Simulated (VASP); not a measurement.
# PbS (I4mm) in VASP: single point with PBE

Aim: the single point of PbS with PBE.

Everything below comes from runs of VASP 6.6.1. Logs are shortened: lines on timing, memory, paths and dates and some standing lists are left out, and cuts for length are marked.

### 1 The cell of the first run

It takes space group I4mm (No. 107, tetragonal). Conventional cell: a = 4.193 Å, b = 4.193 Å, c = 5.930 Å, α = 90.00°, β = 90.00°, γ = 90.00°. Within 3.6 Å of Pb (site symmetry 4mm) lie 6 S at 2.77 to 3.16 Å. S (site symmetry 4mm) has 6 Pb at 2.77 to 3.16 Å within 3.6 Å.

### 2 Single point, PBE (atom 2 (S) moved by [0.2, 0.0, 0.0] A)

INCAR

```
  PREC = Accurate
  ENCUT = 500
  EDIFF = 1E-6
  ISMEAR = -1
  SIGMA = 0.01
  LREAL = F
  LASPH = T
  NELM = 120
  ALGO = Normal
  ISIF = 2
  LWAVE = F
  LCHARG = F
  GGA = PE
  NBANDS = 17
  GGA_COMPAT = F
```

KPOINTS

```
regular mesh
0
Gamma
  7 7 7
```

POSCAR

```
PbS
1.0
    0.0000000000      2.9650000000      2.9650000000
    2.9650000000      0.0000000000      2.9650000000
    2.9650000000      2.9650000000      0.0000000000
Pb S
1 1
Direct
    0.0000000000      0.0000000000      0.0000000000
    0.4662731872      0.5337268128      0.5337268128
```

Potentials or basis: VASP PAW PBE potentials, release 64 (Pb_d, S).

On the command line:

```sh
$ cat potpaw_PBE.64/Pb_d/POTCAR potpaw_PBE.64/S/POTCAR > POTCAR
$ mpirun -np 1 vasp_std > vasp.out
```

OUTCAR:

```text
PREC = Accurate
   ENCUT = 500
   EDIFF = 1E-6
   ISMEAR = -1
   LREAL = F
   LASPH = T
   NELM = 120
   ISIF = 2
   GGA = PE

 ion  position               nearest neighbor table
   1  0.000  0.000  0.000-   2 2.77   2 2.97   2 2.97   2 2.97   2 2.97   2 3.16
   2  0.466  0.534  0.534-   1 2.77   1 2.97   1 2.97   1 2.97   1 2.97   1 3.16

  LATTYP: Found a face centered cubic cell.
 ALAT       =     5.9300000000

  Lattice vectors:

 A1 = (   0.0000000000,   2.9650000000,   2.9650000000)
 A2 = (   2.9650000000,   0.0000000000,   2.9650000000)
 A3 = (   2.9650000000,   2.9650000000,   0.0000000000)

Analysis of symmetry for initial positions (statically):
=====================================================================
 Subroutine PRICEL returns:
 Original cell was already a primitive cell.

 Routine SETGRP: Setting up the symmetry group for a
 face centered cubic supercell.

 Subroutine GETGRP returns: Found  8 space group operations
 (whereof  8 operations were pure point group operations)
 out of a pool of 48 trial point group operations.

The static configuration has the point symmetry C_4v.

Analysis of symmetry for dynamics (positions and initial velocities):
=====================================================================
 Subroutine PRICEL returns:
 Original cell was already a primitive cell.

 Routine SETGRP: Setting up the symmetry group for a
 face centered cubic supercell.

 Subroutine GETGRP returns: Found  8 space group operations
 (whereof  8 operations were pure point group operations)
 out of a pool of 48 trial point group operations.

The dynamic configuration has the point symmetry C_4v.

 Subroutine INISYM returns: Found  8 space group operations
 (whereof  8 operations are pure point group operations),
 and found     1 'primitive' translations

----------------------------------------------------------------------------------------

                                     Primitive cell

  volume of cell :      52.1320

  direct lattice vectors                    reciprocal lattice vectors
     0.000000000  2.965000000  2.965000000    -0.168634064  0.168634064  0.168634064
     2.965000000  0.000000000  2.965000000     0.168634064 -0.168634064  0.168634064
     2.965000000  2.965000000  0.000000000     0.168634064  0.168634064 -0.168634064

  length of vectors
     4.193143212  4.193143212  4.193143212     0.292082767  0.292082767  0.292082767

  position of ions in fractional coordinates (direct lattice)
     0.000000000  0.000000000  0.000000000
     0.466273187  0.533726813  0.533726813

  ion indices of the primitive-cell ions
   primitive index   ion index
                 1           1
                 2           2

----------------------------------------------------------------------------------------

 KPOINTS: regular mesh

Automatic generation of k-mesh.
 Grid dimensions read from file:
 generate k-points for:    7    7    7

 Generating k-lattice:

  Cartesian coordinates                     Fractional coordinates (reciprocal lattice)
    -0.024090581  0.024090581  0.024090581     0.142857143  0.000000000  0.000000000
     0.024090581 -0.024090581  0.024090581     0.000000000  0.142857143  0.000000000
     0.024090581  0.024090581 -0.024090581     0.000000000  0.000000000  0.142857143

  Length of vectors
     0.041726110  0.041726110  0.041726110

  Shift w.r.t. Gamma in fractional coordinates (k-lattice)
     0.000000000  0.000000000  0.000000000

 Subroutine IBZKPT returns following result:
 ===========================================

 Found     40 irreducible k-points:

 Following reciprocal coordinates:
            Coordinates               Weight
  0.000000  0.000000  0.000000      1.000000
  0.142857  0.000000  0.000000      8.000000
  0.285714  0.000000  0.000000      8.000000
  0.428571  0.000000  0.000000      8.000000
  0.142857  0.142857  0.000000      4.000000
  0.000000  0.142857  0.142857      2.000000
[... 16 lines left out ...]
 -0.285714  0.285714  0.000000      8.000000
  0.000000 -0.285714  0.285714      4.000000
 [... further k-points ...]
   k-points           NKPTS =     40   k-points in BZ     NKDIM =     40   number of bands    NBANDS=     17
   number of dos      NEDOS =    301   number of ions     NIONS =      2
   total plane-waves  NPLWV =  32768
   dimension x,y,z NGX =    32 NGY =   32 NGZ =   32
   dimension x,y,z NGXF=    64 NGYF=   64 NGZF=   64
   ions per type =               1   1
   NGX,Y,Z   is equivalent  to a cutoff of  12.69, 12.69, 12.69 a.u.
   NGXF,Y,Z  is equivalent  to a cutoff of  25.37, 25.37, 25.37 a.u.
 SYSTEM =  unknown system
   PREC   = accura    normal or accurate (medium, high low for compatibility)
   ISTART =      0    job   : 0-new  1-cont  2-samecut
   ICHARG =      2    charge: 1-file 2-atom 10-const
   ISPIN  =      1    spin polarized calculation?
   LNONCOLLINEAR =      F non collinear calculations
   LSORBIT =      F    spin-orbit coupling
   LASPH  =      T    aspherical Exc in radial PAW
   ENCUT  =  500.0 eV  36.75 Ry    6.06 a.u.   7.65  7.65  7.65*2*pi/ulx,y,z
   NELM   =    120;   NELMIN=  2; NELMDL= -5     # of ELM steps
   EDIFF  = 0.1E-05   stopping-criterion for ELM
   LREAL  =      F    real-space projection
   EDIFFG = 0.1E-04   stopping-criterion for IOM
   NSW    =      0    number of steps for IOM
   IBRION =     -1    ionic relax: 0-MD 1-quasi-New 2-CG
   NFREE  =      0    steps in history (QN), initial steepest desc. (CG)
   ISIF   =      2    stress and relaxation
   ISYM   =      2    0-nonsym 1-usesym 2-fastsym
   POTIM  = 0.5000    time-step for ionic-motion
   TEBEG  =    0.0;   TEEND  =   0.0 temperature during run
   PSTRESS=    0.0 pullay stress
   NELECT =      20.0000    total number of electrons
   NUPDOWN=      -1.0000    fix difference up-down
   EMIN   =  10.00;   EMAX   =-10.00  energy-range for DOS
   EFERMI =   0.00;   METHOD = LEGACY
   ISMEAR =    -1;   SIGMA  =   0.01  broadening in eV -4-tet -1-fermi 0-gaus
   EFERMI_NEDOS =   21; number of points for ismear=-14 and -15
   IALGO  =     38    algorithm
   IMIX   =      4    mixing-type and parameters
     AMIX     =   0.40;   BMIX     =  1.00
     AMIX_MAG =   1.60;   BMIX_MAG =  1.00
  volume/ion in A,a.u.               =      26.07       175.90
  Fermi-wavevector in a.u.,A,eV,Ry     =   1.189552  2.247928 19.252709  1.415034
  Thomas-Fermi vector in A             =   2.325657
   LORBIT       =      0    0 simple, 1 ext, 2 COOP (PROOUT), +10 PAW based schemes
   GGA     = PE    functional components
   LHFCALC =     F    Hartree Fock is set to
   AEXX    =    0.0000 exact exchange contribution
   IVDW    =     0    specifies the selected vdW correction
   LEPSILON=     F    determine dielectric tensor
   LRPA    =     F    only Hartree local field effects (RPA)
 non-spin polarized calculation
  energy-cutoff  :      500.00
  volume of cell :       52.13
 maximum number of plane-waves:      1363
   NGX = 15   NGY = 15   NGZ = 15

 number of electron      19.9999998 magnetization

 Free energy of the ion-electron system (eV)
  ---------------------------------------------------
  ext. energy  EPLUGINS =         0.00000000
  ---------------------------------------------------
  free energy    TOTEN  =        -8.74061617 eV

  energy without entropy =       -8.74061617  energy(sigma->0) =       -8.74061617

 E-fermi :   5.7351     XC(G=0):  -9.6783

 val. band max:        5.4990177116   @ k =   0.4286   0.0000   0.0000
 cond. band min:       6.6219715739   @ k =   0.4286   0.0000   0.0000
 fundamental gap:      1.1229538623
 Fermi energy:         5.7350603952

 k-point     1 :       0.0000    0.0000    0.0000
  band No.  band energies     occupation
      1     -10.9798      2.00000
      2     -10.9707      2.00000
      3     -10.9707      2.00000
      4     -10.9630      2.00000
      5     -10.9629      2.00000
      6      -7.8243      2.00000
[... 9 lines left out ...]
     16      12.8589      0.00000
     17      14.4965      0.00000

 k-point     2 :       0.1429    0.0000    0.0000
  band No.  band energies     occupation
      1     -10.9778      2.00000
      2     -10.9715      2.00000
      3     -10.9711      2.00000
      4     -10.9615      2.00000
      5     -10.9594      2.00000
      6      -7.6504      2.00000
[... 9 lines left out ...]
     16      13.1125      0.00000
     17      15.9240      0.00000

 k-point     3 :       0.2857    0.0000    0.0000
  band No.  band energies     occupation
      1     -10.9883      2.00000
      2     -10.9831      2.00000
      3     -10.9721      2.00000
      4     -10.9449      2.00000
      5     -10.9403      2.00000
      6      -7.1839      2.00000
[... 9 lines left out ...]
     16      14.1051      0.00000
     17      18.1608      0.00000

 k-point     4 :       0.4286    0.0000    0.0000
  band No.  band energies     occupation
      1     -10.9997      2.00000
      2     -10.9932      2.00000
      3     -10.9716      2.00000
      4     -10.9298      2.00000
      5     -10.9245      2.00000
      6      -6.6756      2.00000
[... 9 lines left out ...]
     16      15.5641      0.00000
     17      16.9868      0.00000

 k-point     5 :       0.1429    0.1429    0.0000
  band No.  band energies     occupation
      1     -10.9819      2.00000
      2     -10.9757      2.00000
      3     -10.9687      2.00000
      4     -10.9599      2.00000
      5     -10.9565      2.00000
      6      -7.5899      2.00000
[... 9 lines left out ...]
     16      14.0476      0.00000
     17      15.2970      0.00000

 k-point     6 :       0.0000    0.1429    0.1429
  band No.  band energies     occupation
      1     -10.9847      2.00000
      2     -10.9812      2.00000
      3     -10.9593      2.00000
      4     -10.9593      2.00000
      5     -10.9580      2.00000
      6      -7.5864      2.00000
[... 9 lines left out ...]
     16      14.1207      0.00000
     17      15.1928      0.00000

 k-point     7 :       0.2857    0.1429    0.0000
  band No.  band energies     occupation
      1     -11.0034      2.00000
      2     -10.9763      2.00000
      3     -10.9669      2.00000
      4     -10.9531      2.00000
      5     -10.9396      2.00000
      6      -7.2132      2.00000
[... 9 lines left out ...]
     16      14.8692      0.00000
     17      16.9114      0.00000

 k-point     8 :       0.0000    0.2857    0.1429
  band No.  band energies     occupation
      1     -11.0038      2.00000
      2     -10.9839      2.00000
      3     -10.9661      2.00000
      4     -10.9475      2.00000
      5     -10.9379      2.00000
      6      -7.2051      2.00000
[... 9 lines left out ...]
     16      14.9293      0.00000
     17      16.8103      0.00000
[... 203 lines left out ...]
      1     -11.0707      2.00000
      2     -10.9846      2.00000
      3     -10.9518      2.00000
      4     -10.9326      2.00000
      5     -10.9201      2.00000
      6      -6.5219      2.00000
[... 9 lines left out ...]
     16      16.9032      0.00000
     17      17.4512      0.00000

 k-point    20 :       0.0000    0.4286    0.2857
  band No.  band energies     occupation
      1     -11.0727      2.00000
      2     -10.9935      2.00000
      3     -10.9516      2.00000
      4     -10.9249      2.00000
      5     -10.9183      2.00000
      6      -6.4900      2.00000
[... 9 lines left out ...]
     16      16.8616      0.00000
     17      17.3918      0.00000

 k-point    21 :      -0.4286    0.2857    0.0000
  band No.  band energies     occupation
      1     -11.0648      2.00000
      2     -10.9711      2.00000
      3     -10.9600      2.00000
      4     -10.9381      2.00000
      5     -10.9215      2.00000
      6      -6.2535      2.00000
[... 9 lines left out ...]
     16      16.2192      0.00000
     17      17.9595      0.00000

 k-point    22 :       0.0000   -0.4286    0.2857
  band No.  band energies     occupation
      1     -11.0673      2.00000
      2     -10.9773      2.00000
      3     -10.9629      2.00000
      4     -10.9310      2.00000
      5     -10.9183      2.00000
      6      -6.2244      2.00000
[... 9 lines left out ...]
     16      16.0553      0.00000
     17      18.0258      0.00000

 k-point    23 :      -0.2857    0.2857    0.0000
  band No.  band energies     occupation
      1     -11.0339      2.00000
      2     -10.9758      2.00000
      3     -10.9546      2.00000
      4     -10.9446      2.00000
      5     -10.9345      2.00000
      6      -6.4333      2.00000
[... 9 lines left out ...]
     16      15.3505      0.00000
     17      16.9990      0.00000

 k-point    24 :       0.0000   -0.2857    0.2857
  band No.  band energies     occupation
      1     -11.0357      2.00000
      2     -10.9747      2.00000
      3     -10.9571      2.00000
      4     -10.9465      2.00000
      5     -10.9307      2.00000
      6      -6.4241      2.00000
[... 9 lines left out ...]
     16      15.1069      0.00000
     17      17.1226      0.00000

 [... further k-points ...]
[... 5 lines left out ...]
  --------------------------------------------------------------------------------------
  -------------------------------------------------------------------------------------
  Total        1.2846956      0.7254667      0.7254667      0.0000000     -0.0000000      0.0000000
  in kB       39.4826896     22.2958473     22.2958473      0.0000000     -0.0000000      0.0000000
  external PRESSURE =      28.0247948 kB  Pullay stress =       0.0000000 kB

 VOLUME and BASIS-vectors are now :
 -----------------------------------------------------------------------------
  energy-cutoff  :      500.00
  volume of cell :       52.13
      direct lattice vectors                 reciprocal lattice vectors
     0.000000000  2.965000000  2.965000000    -0.168634064  0.168634064  0.168634064
     2.965000000  0.000000000  2.965000000     0.168634064 -0.168634064  0.168634064
     2.965000000  2.965000000  0.000000000     0.168634064  0.168634064 -0.168634064

 POSITION                                       TOTAL-FORCE (eV/Angst)
 -----------------------------------------------------------------------------------
      0.00000      0.00000      0.00000         0.218354      0.000000      0.000000
      3.16500      2.96500      2.96500        -0.218354      0.000000      0.000000
 -----------------------------------------------------------------------------------
    total drift:                                0.000022      0.000000      0.000000

  FREE ENERGIE OF THE ION-ELECTRON SYSTEM (eV)
  ---------------------------------------------------
  free  energy   TOTEN  =        -8.7406161748 eV

  energy  without entropy=       -8.7406161748  energy(sigma->0) =       -8.74061617
```

It took 11 s on 1 thread of Intel Xeon 6975P-C (Granite Rapids), shared host; peak memory 0.19 GiB.

What came out:

```yaml
Free_energy: -8.7406 eV
Pressure: 2.8 GPa
Largest_force: 0.218 eV/Å
Band_gap_on_the_k_mesh: 1.12 eV
```

Forces on the atoms (eV/Å):
```
Pb   0.218  0.000  0.000
S   -0.218  0.000  0.000
```

Caveat: the cell differs from its parent crystal (atom 2 (S) moved by [0.2, 0.0, 0.0] A); spin-orbit coupling is left out, which moves the levels of the heavy elements; an odd mesh through Γ misses points on the zone boundary, where band edges can lie.
